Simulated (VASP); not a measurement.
Sb:

```xyz
1
Lattice="-1.5444 1.5444 2.6566 1.5444 -1.5444 2.6566 1.5444 1.5444 -2.6566" Properties=species:S:1:pos:R:3 pbc="T T T"
Sb    0.0000    0.0000    0.0000
```

Base run:

```yaml
Program: VASP 6.6.1
Functional: LDA
Potentials_or_basis: VASP PAW LDA potentials, release 64 (Sb)
Cutoff: 520 eV
k_mesh: 12 × 12 × 12
Occupations: fermi-dirac, width 0.05 eV
Spin: no spin polarisation
```

Its results: pressure 2.0 GPa.

**Question.** The run is repeated on the same cell with these changes: functional from LDA to PBE; potentials or basis from VASP PAW LDA potentials, release 64 (Sb) to VASP PAW PBE potentials, release 64 (Sb). What comes out?

**Answer.** Pressure 6.5 GPa.
